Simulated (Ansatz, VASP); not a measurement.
One calculation of SnO, two programs

INCAR

```
  ALGO = Normal
  DIPOL = 0.5 0.5 0.404
  EDIFF = 1E-6
  ENCUT = 520
  GGA = PE
  IDIPOL = 3
  ISIF = 2
  ISMEAR = 0
  IVDW = 12
  LASPH = True
  LCHARG = False
  LDIPOL = True
  LREAL = False
  LWAVE = False
  NBANDS = 50
  NELM = 60
  PREC = Accurate
  SIGMA = 0.05
```

Contents of KPOINTS:

```
k-points
0
Gamma
  7 7 1
```

File POSCAR:

```
SnO
1.0
    3.8205591572     -0.0000144285      0.0000000000
    0.0000145032      3.8205591572      0.0000000000
    0.0000000000      0.0000000000     22.2281056610
Sn O
4 4
Direct
    0.7499972356      0.2500027644      0.2024464014
    0.2499972356      0.7500027644      0.3088006209
    0.3749972356      0.8750027644      0.5000000000
    0.8749972356      0.3750027644      0.6063542196
    0.2499972356      0.2500027644      0.2556235111
    0.7499972356      0.7500027644      0.2556235111
    0.8749972356      0.8750027644      0.5531771098
    0.3749972356      0.3750027644      0.5531771098
```

Input for Ansatz:

```yaml
crystal:
  lattice:
    - [3.8205591572, -1.44285e-05, 0.0]
    - [1.45032e-05, 3.8205591572, 0.0]
    - [0.0, 0.0, 22.228105661]
  atoms:
    - { symbol: Sn, position: [0.7499972356, 0.2500027644, 0.2024464014] }
    - { symbol: O, position: [0.2499972356, 0.2500027644, 0.2556235111] }
    - { symbol: O, position: [0.7499972356, 0.7500027644, 0.2556235111] }
    - { symbol: Sn, position: [0.2499972356, 0.7500027644, 0.3088006209] }
    - { symbol: Sn, position: [0.3749972356, 0.8750027644, 0.5] }
    - { symbol: O, position: [0.8749972356, 0.8750027644, 0.5531771098] }
    - { symbol: O, position: [0.3749972356, 0.3750027644, 0.5531771098] }
    - { symbol: Sn, position: [0.8749972356, 0.3750027644, 0.6063542196] }
basis:
  ecutwfc: 420
kpoints:
  mp_grid: { grid: [7, 7, 1] }
hamiltonian:
  xc: pbe
  dispersion: d3bj
scf:
  occupations: { method: gaussian, width: 0.05 }
output:
  forces: true
  eigenvalues: true
efield:
  axis: 3
  dipole_correction: true
  ramp_width: 0.04
```

Alike in both runs: task single point; functional PBE; dispersion D3(BJ); k mesh 7 × 7 × 1; occupations gaussian, width 0.05 eV; no spin polarisation.

|  | VASP | Ansatz |
| --- | --- | --- |
| version | VASP 6.6.1 | Ansatz 0.2.0 |
| potentials or method | VASP PAW PBE potentials, release 64 (Sn_d, O), cutoff 520 eV | scalar-relativistic, plane waves, PAW |
| valence electrons in the cell | 80 | 80 |

```csv
,VASP,Ansatz,Ansatz less VASP
gap on the k mesh at the Fermi level (eV),2.50,2.50,+0.007
least direct gap on the mesh (eV),2.56,2.60,+0.039
rms of the force components (eV/Å),0.028,0.014,-0.0144
```
